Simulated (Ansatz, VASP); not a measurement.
One calculation of Cd, two programs

```
Cd
1.0
    -1.77603    1.72922    1.83652
     1.72497   -1.73436    1.79061
     1.83438    1.79272   -1.84166
Cd
1
Direct
  0.97143 0.99272 0.01603
```

Change from the starting cell: cell strained at random at fixed volume.

Alike in both runs: functional BLYP; dispersion D3(BJ); k mesh 10 × 10 × 10; occupations methfessel-paxton of order 1, width 0.1 eV; no spin polarisation.

|  | VASP | Ansatz |
| --- | --- | --- |
| version | VASP 6.6.1 | Ansatz 0.2.0 |
| potentials or method | VASP PAW PBE potentials, release 64 (Cd), cutoff 520 eV | all-electron LAPW, scalar-relativistic |
| task | single point | band structure |

Ansatz gave:

| Quantity | Value |
| --- | --- |
| gap on the k mesh at the Fermi level (eV) | none |
| pressure (GPa) | -0.5 |
| traceless stress, the component that is largest in VASP (GPa) | -0.46 |

Question: Which values does VASP return?

Answer: gap on the k mesh at the Fermi level (eV): none; pressure (GPa): -0.2; traceless stress, the component that is largest in VASP (GPa): -0.45.

VASP's potentials were made for PBE, not for BLYP. A gap of «none» marks a metal or a gap that the smearing closes. Ansatz ran all-electron here, and VASP with PAW potentials.
